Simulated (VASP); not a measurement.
# Fe (Fm-3m) in VASP: notebook

Fe is run at these levels: revPBE; tasks: single point.

Program: VASP 6.6.1. These are calculated values, not measurements. Logs are shortened: lines on timing, memory, paths and dates and some standing lists are left out, and cuts for length are marked.

**1. The cell of the first run**

Symmetry: Fm-3m, No. 225, cubic system. The conventional cell has a = 3.514 Å, b = 3.514 Å, c = 3.514 Å, α = 90.00°, β = 90.00°, γ = 90.00°. Fe (site symmetry m-3m) has 12 Fe at 2.49 Å within 3.3 Å.

**2. Single point, revPBE (volume scaled by 1.04)**

File INCAR:

```
ALGO     = Normal         # electronic algorithm
EDIFF    = 1E-6           # SCF threshold, eV
ENCUT    = 520            # plane-wave cutoff, eV
GGA      = RE             # functional
ISIF     = 2              # what is computed and relaxed
ISMEAR   = -1             # smearing method
LASPH    = True           # aspherical terms in the spheres
LCHARG   = False          # write CHGCAR
LREAL    = False          # projectors in reciprocal space
LWAVE    = False          # write WAVECAR
NBANDS   = 10             # bands
NELM     = 100            # most SCF steps
PREC     = Accurate       # precision mode
SIGMA    = 0.1            # smearing width, eV
```

File KPOINTS:

```
k-points
0
Gamma
  17 17 17
```

File POSCAR:

```
Fe
1.0
    0.0000000000      1.7571982526      1.7571982526
    1.7571982526      0.0000000000      1.7571982526
    1.7571982526      1.7571982526      0.0000000000
Fe
1
Direct
    0.0000000000      0.0000000000      0.0000000000
```

Potentials or basis: VASP PAW PBE potentials, release 64 (Fe).

Started as:

```console
$ cat potpaw_PBE.64/Fe/POTCAR > POTCAR
$ mpirun -np 1 vasp_std > vasp.out
```

OUTCAR:

```text
EDIFF = 1E-6
   ENCUT = 520
   GGA = RE
   ISIF = 2
   ISMEAR = -1
   LASPH = True
   LREAL = False
   NELM = 100
   PREC = Accurate

 ion  position               nearest neighbor table
   1  0.000  0.000  0.000-

  LATTYP: Found a face centered cubic cell.
 ALAT       =     3.5143965052

  Lattice vectors:

 A1 = (   0.0000000000,   1.7571982526,   1.7571982526)
 A2 = (   1.7571982526,   0.0000000000,   1.7571982526)
 A3 = (   1.7571982526,   1.7571982526,   0.0000000000)

Analysis of symmetry for initial positions (statically):
=====================================================================
 Subroutine PRICEL returns:
 Original cell was already a primitive cell.

 Routine SETGRP: Setting up the symmetry group for a
 face centered cubic supercell.

 Subroutine GETGRP returns: Found 48 space group operations
[... 9 lines left out ...]

 Routine SETGRP: Setting up the symmetry group for a
 face centered cubic supercell.

 Subroutine GETGRP returns: Found 48 space group operations
[... 11 lines left out ...]
                                     Primitive cell

  volume of cell :      10.8516

  direct lattice vectors                    reciprocal lattice vectors
     0.000000000  1.757198253  1.757198253    -0.284543875  0.284543875  0.284543875
     1.757198253  0.000000000  1.757198253     0.284543875 -0.284543875  0.284543875
     1.757198253  1.757198253  0.000000000     0.284543875  0.284543875 -0.284543875

  length of vectors
     2.485053601  2.485053601  2.485053601     0.492844449  0.492844449  0.492844449

  position of ions in fractional coordinates (direct lattice)
     0.000000000  0.000000000  0.000000000

  ion indices of the primitive-cell ions
   primitive index   ion index
                 1           1

----------------------------------------------------------------------------------------

 KPOINTS: k-points

Automatic generation of k-mesh.
 Grid dimensions read from file:
 generate k-points for:   17   17   17

 Generating k-lattice:

  Cartesian coordinates                     Fractional coordinates (reciprocal lattice)
    -0.016737875  0.016737875  0.016737875     0.058823529  0.000000000  0.000000000
     0.016737875 -0.016737875  0.016737875     0.000000000  0.058823529  0.000000000
     0.016737875  0.016737875 -0.016737875     0.000000000  0.000000000  0.058823529

  Length of vectors
     0.028990850  0.028990850  0.028990850

  Shift w.r.t. Gamma in fractional coordinates (k-lattice)
     0.000000000  0.000000000  0.000000000

 Subroutine IBZKPT returns following result:
 ===========================================

 Found    165 irreducible k-points:

 Following reciprocal coordinates:
            Coordinates               Weight
  0.000000  0.000000  0.000000      1.000000
  0.058824  0.000000  0.000000      8.000000
  0.117647  0.000000  0.000000      8.000000
  0.176471  0.000000  0.000000      8.000000
  0.235294  0.000000  0.000000      8.000000
  0.294118  0.000000  0.000000      8.000000
[... 16 lines left out ...]
 -0.176471  0.058824  0.000000     24.000000
 -0.117647  0.058824  0.000000     24.000000
 [... further k-points ...]
   k-points           NKPTS =    165   k-points in BZ     NKDIM =    165   number of bands    NBANDS=     10
   number of dos      NEDOS =    301   number of ions     NIONS =      1
   total plane-waves  NPLWV =   5832
   dimension x,y,z NGX =    18 NGY =   18 NGZ =   18
   dimension x,y,z NGXF=    36 NGYF=   36 NGZF=   36
   ions per type =               1
   NGX,Y,Z   is equivalent  to a cutoff of  12.04, 12.04, 12.04 a.u.
   NGXF,Y,Z  is equivalent  to a cutoff of  24.08, 24.08, 24.08 a.u.
 SYSTEM =  unknown system
   PREC   = accura    normal or accurate (medium, high low for compatibility)
   ISTART =      0    job   : 0-new  1-cont  2-samecut
   ICHARG =      2    charge: 1-file 2-atom 10-const
   ISPIN  =      1    spin polarized calculation?
   LNONCOLLINEAR =      F non collinear calculations
   LSORBIT =      F    spin-orbit coupling
   LASPH  =      T    aspherical Exc in radial PAW
   ENCUT  =  520.0 eV  38.22 Ry    6.18 a.u.   4.62  4.62  4.62*2*pi/ulx,y,z
   NELM   =    100;   NELMIN=  2; NELMDL= -5     # of ELM steps
   EDIFF  = 0.1E-05   stopping-criterion for ELM
   LREAL  =      F    real-space projection
   EDIFFG = 0.1E-04   stopping-criterion for IOM
   NSW    =      0    number of steps for IOM
   IBRION =     -1    ionic relax: 0-MD 1-quasi-New 2-CG
   NFREE  =      0    steps in history (QN), initial steepest desc. (CG)
   ISIF   =      2    stress and relaxation
   ISYM   =      2    0-nonsym 1-usesym 2-fastsym
   POTIM  = 0.5000    time-step for ionic-motion
   TEBEG  =    0.0;   TEEND  =   0.0 temperature during run
   PSTRESS=    0.0 pullay stress
   NELECT =       8.0000    total number of electrons
   NUPDOWN=      -1.0000    fix difference up-down
   EMIN   =  10.00;   EMAX   =-10.00  energy-range for DOS
   EFERMI =   0.00;   METHOD = LEGACY
   ISMEAR =    -1;   SIGMA  =   0.10  broadening in eV -4-tet -1-fermi 0-gaus
   EFERMI_NEDOS =   21; number of points for ismear=-14 and -15
   IALGO  =     38    algorithm
   IMIX   =      4    mixing-type and parameters
     AMIX     =   0.40;   BMIX     =  1.00
     AMIX_MAG =   1.60;   BMIX_MAG =  1.00
  volume/ion in A,a.u.               =      10.85        73.23
  Fermi-wavevector in a.u.,A,eV,Ry     =   1.478907  2.794728 29.758181  2.187165
  Thomas-Fermi vector in A             =   2.593130
   LORBIT       =      0    0 simple, 1 ext, 2 COOP (PROOUT), +10 PAW based schemes
   GGA     = RE    functional components
   LHFCALC =     F    Hartree Fock is set to
   AEXX    =    0.0000 exact exchange contribution
   IVDW    =     0    specifies the selected vdW correction
   LEPSILON=     F    determine dielectric tensor
   LRPA    =     F    only Hartree local field effects (RPA)
 non-spin polarized calculation
  energy-cutoff  :      520.00
  volume of cell :       10.85
 maximum number of plane-waves:       303
   NGX =  9   NGY =  9   NGZ =  9

 number of electron       7.9999996 magnetization

 Free energy of the ion-electron system (eV)
  ---------------------------------------------------
  ext. energy  EPLUGINS =         0.00000000
  ---------------------------------------------------
  free energy    TOTEN  =        -7.64694142 eV

  energy without entropy =       -7.58227773  energy(sigma->0) =       -7.61460958

 E-fermi :   6.2585     XC(G=0): -13.3661

 val. band max:        6.2547517313   @ k =   0.2941   0.1176   0.0000
 cond. band min:       6.2662088671   @ k =   0.1765   0.0588   0.0000
 fundamental gap:      0.0114571357
 Fermi energy:         6.2585091147

 k-point     1 :       0.0000    0.0000    0.0000
  band No.  band energies     occupation
      1      -2.2462      2.00000
      2       4.7662      2.00000
      3       4.7662      2.00000
      4       4.7662      2.00000
      5       6.1844      1.35427
      6       6.1844      1.35427
      7      29.0448      0.00000
      8      34.1696      0.00000
      9      34.1696      0.00000
     10      34.1696      0.00000

 k-point     2 :       0.0588    0.0000    0.0000
  band No.  band energies     occupation
      1      -2.1054      2.00000
      2       4.7156      2.00000
      3       4.8059      2.00000
      4       4.8059      2.00000
      5       6.1656      1.43388
      6       6.1656      1.43388
      7      28.8612      0.00000
      8      32.5135      0.00000
      9      33.9775      0.00000
     10      33.9775      0.00000

 k-point     3 :       0.1176    0.0000    0.0000
  band No.  band energies     occupation
      1      -1.6921      2.00000
      2       4.5800      2.00000
      3       4.9065      2.00000
      4       4.9065      2.00000
      5       6.1277      1.57446
      6       6.1277      1.57446
      7      27.7265      0.00000
      8      30.7405      0.00000
      9      33.5722      0.00000
     10      33.5722      0.00000

 k-point     4 :       0.1765    0.0000    0.0000
  band No.  band energies     occupation
      1      -1.0381      2.00000
      2       4.4082      2.00000
      3       5.0079      1.99999
      4       5.0079      1.99999
      5       6.1310      1.56330
      6       6.1310      1.56330
      7      25.3216      0.00000
      8      30.0578      0.00000
      9      33.1590      0.00000
     10      33.1590      0.00000

 k-point     5 :       0.2353    0.0000    0.0000
  band No.  band energies     occupation
      1      -0.2123      2.00000
      2       4.2847      2.00000
      3       5.0281      1.99999
      4       5.0281      1.99999
      5       6.2530      1.02757
      6       6.2530      1.02757
      7      22.6170      0.00000
      8      29.5361      0.00000
      9      32.8148      0.00000
     10      32.8148      0.00000

 k-point     6 :       0.2941    0.0000    0.0000
  band No.  band energies     occupation
      1       0.6438      2.00000
      2       4.3493      2.00000
      3       4.9539      2.00000
      4       4.9539      2.00000
      5       6.4939      0.17349
      6       6.4939      0.17349
      7      19.9815      0.00000
      8      28.9388      0.00000
      9      32.5556      0.00000
     10      32.5556      0.00000
[... 183 lines left out ...]
 k-point    21 :      -0.2941    0.0588    0.0000
  band No.  band energies     occupation
      1       1.0005      2.00000
      2       4.3438      2.00000
      3       4.8773      2.00000
      4       4.9717      1.99999
      5       6.4014      0.38642
      6       6.8912      0.00357
      7      19.2182      0.00000
      8      27.8742      0.00000
      9      31.2942      0.00000
     10      34.5030      0.00000

 k-point    22 :      -0.2353    0.0588    0.0000
  band No.  band energies     occupation
      1       0.1880      2.00000
      2       4.2045      2.00000
      3       4.9903      1.99999
      4       5.0753      1.99999
      5       6.1146      1.61652
      6       6.5816      0.07603
      7      21.8055      0.00000
      8      28.2919      0.00000
      9      31.8889      0.00000
     10      34.6215      0.00000

 k-point    23 :      -0.1765    0.0588    0.0000
  band No.  band energies     occupation
      1      -0.6631      2.00000
      2       4.2947      2.00000
      3       5.0361      1.99999
      4       5.0870      1.99998
      5       5.9626      1.90141
      6       6.3529      0.56032
      7      24.5092      0.00000
      8      28.7692      0.00000
      9      32.4296      0.00000
     10      34.7437      0.00000

 k-point    24 :      -0.1176    0.0588    0.0000
  band No.  band energies     occupation
      1      -1.3794      2.00000
      2       4.4650      2.00000
      3       4.9825      1.99999
      4       4.9858      1.99999
      5       5.9834      1.87990
      6       6.2388      1.09817
      7      27.0634      0.00000
      8      29.4448      0.00000
      9      32.7030      0.00000
     10      34.8418      0.00000

 [... further k-points ...]

------------------------ aborting loop because EDIFF is reached ----------------------------------------

  FORCE on cell =-STRESS in cart. coord.  units (eV):
  Direction    XX          YY          ZZ          XY          YZ          ZX
  --------------------------------------------------------------------------------------
  -------------------------------------------------------------------------------------
  Total       -0.6699273     -0.6699273     -0.6699273     -0.0000000     -0.0000000      0.0000000
  in kB      -98.9113179    -98.9113179    -98.9113179     -0.0000000     -0.0000000      0.0000000
  external PRESSURE =     -98.9113179 kB  Pullay stress =       0.0000000 kB

 VOLUME and BASIS-vectors are now :
 -----------------------------------------------------------------------------
  energy-cutoff  :      520.00
  volume of cell :       10.85
      direct lattice vectors                 reciprocal lattice vectors
     0.000000000  1.757198253  1.757198253    -0.284543875  0.284543875  0.284543875
     1.757198253  0.000000000  1.757198253     0.284543875 -0.284543875  0.284543875
     1.757198253  1.757198253  0.000000000     0.284543875  0.284543875 -0.284543875

 POSITION                                       TOTAL-FORCE (eV/Angst)
 -----------------------------------------------------------------------------------
      0.00000      0.00000      0.00000        -0.000000     -0.000000      0.000000
 -----------------------------------------------------------------------------------
    total drift:                                0.000000     -0.000000     -0.000000

  FREE ENERGIE OF THE ION-ELECTRON SYSTEM (eV)
  ---------------------------------------------------
  free  energy   TOTEN  =        -7.6469414210 eV

  energy  without entropy=       -7.5822777311  energy(sigma->0) =       -7.61460958
```

Wall time 7.7 s (1 thread of Intel Xeon Platinum 8559C (Emerald Rapids), shared host); peak memory 0.13 GiB.

What came out:

```yaml
Free_energy: -7.6469 eV
Pressure: -9.9 GPa
Band_gap_on_the_k_mesh: zero (band 4 reaches 7.38 eV, above the bottom of band 5 at 5.56 eV)
```

Caveat: the PAW data sets were made with another functional, which shifts forces and pressure a little; the run has no spin polarisation, though such a crystal can be magnetic.

**3. Single point, revPBE (volume scaled by 1.08)**

File INCAR:

```
  PREC = Accurate
  ENCUT = 520
  EDIFF = 1E-6
  ISMEAR = -1
  SIGMA = 0.1
  LREAL = F
  LASPH = T
  NELM = 80
  ALGO = Normal
  ISIF = 2
  LWAVE = F
  LCHARG = F
  GGA = RE
  NBANDS = 10
```

File KPOINTS:

```
Automatic mesh
0
Gamma
  17 17 17
```

File POSCAR:

```
Fe
1.0
    0.0000000000      1.7794436300      1.7794436300
    1.7794436300      0.0000000000      1.7794436300
    1.7794436300      1.7794436300      0.0000000000
Fe
1
Direct
    0.0000000000      0.0000000000      0.0000000000
```

Potentials or basis: VASP PAW PBE potentials, release 64 (Fe).

Started as:

```console
$ cat potpaw_PBE.64/Fe/POTCAR > POTCAR
$ mpirun -np 1 vasp_std > vasp.out
```

OUTCAR:

```text
PREC = Accurate
   ENCUT = 520
   EDIFF = 1E-6
   ISMEAR = -1
   LREAL = F
   LASPH = T
   NELM = 80
   ISIF = 2
   GGA = RE

 ion  position               nearest neighbor table
   1  0.000  0.000  0.000-

  LATTYP: Found a face centered cubic cell.
 ALAT       =     3.5588872600

  Lattice vectors:

 A1 = (   0.0000000000,   1.7794436300,   1.7794436300)
 A2 = (   1.7794436300,   0.0000000000,   1.7794436300)
 A3 = (   1.7794436300,   1.7794436300,   0.0000000000)

[... 488 lines left out ...]
     10      33.8352      0.00000

 [... further k-points ...]

------------------------ aborting loop because EDIFF is reached ----------------------------------------

  FORCE on cell =-STRESS in cart. coord.  units (eV):
  Direction    XX          YY          ZZ          XY          YZ          ZX
  --------------------------------------------------------------------------------------
  -------------------------------------------------------------------------------------
  Total       -1.2241922     -1.2241922     -1.2241922     -0.0000000      0.0000000     -0.0000000
  in kB     -174.0513906   -174.0513906   -174.0513906     -0.0000000      0.0000000     -0.0000000
  external PRESSURE =    -174.0513906 kB  Pullay stress =       0.0000000 kB

 VOLUME and BASIS-vectors are now :
 -----------------------------------------------------------------------------
  energy-cutoff  :      520.00
  volume of cell :       11.27
      direct lattice vectors                 reciprocal lattice vectors
     0.000000000  1.779443630  1.779443630    -0.280986704  0.280986704  0.280986704
     1.779443630  0.000000000  1.779443630     0.280986704 -0.280986704  0.280986704
     1.779443630  1.779443630  0.000000000     0.280986704  0.280986704 -0.280986704

 POSITION                                       TOTAL-FORCE (eV/Angst)
 -----------------------------------------------------------------------------------
      0.00000      0.00000      0.00000        -0.000000     -0.000000     -0.000000
 -----------------------------------------------------------------------------------
    total drift:                                0.000000      0.000000      0.000000

  FREE ENERGIE OF THE ION-ELECTRON SYSTEM (eV)
  ---------------------------------------------------
  free  energy   TOTEN  =        -7.6109636729 eV

  energy  without entropy=       -7.5427762972  energy(sigma->0) =       -7.57686999
```

stdout:

```text
POSCAR found type information on POSCAR Fe
 POSCAR found :  1 types and       1 ions
 scaLAPACK will be used
 -----------------------------------------------------------------------------
|                                                                             |
|                                                                             |
|     You enforced a specific xc type in the INCAR file but a different       |
|     I HOPE YOU KNOW WHAT YOU ARE DOING!                                     |
|                                                                             |
 -----------------------------------------------------------------------------

 LDA part: xc-table for (Slater+PW92), standard interpolation
 POSCAR, INCAR and KPOINTS ok, starting setup
 FFT: planning ... GRIDC
 FFT: planning ... GRID_SOFT
 FFT: planning ... GRID
 WAVECAR not read
 entering main loop
```

It took 8.7 s on 1 thread of Intel Xeon Platinum 8559C (Emerald Rapids), shared host; peak memory 0.13 GiB.

Results:

| Item | Value |
| --- | --- |
| Free energy | -7.6110 eV |
| Pressure | -17.4 GPa |
| Band gap on the k mesh | zero (band 4 reaches 6.93 eV, above the bottom of band 5 at 5.21 eV) |

Levels at points of the mesh, in eV from the Fermi level:
```csv
k point,band 1,band 2,band 3,band 4,band 5,band 6,band 7,band 8,band 9
"(0.00, 0.00, 0.00)",-8.29,-1.41,-1.41,-1.41,-0.07,-0.07,22.47,27.33,27.33
```

Caveat: the PAW data sets were made with another functional, which shifts forces and pressure a little; the run has no spin polarisation, though such a crystal can be magnetic. Spin polarisation is off, so any magnetic state and its effect on volume and gap are missing.
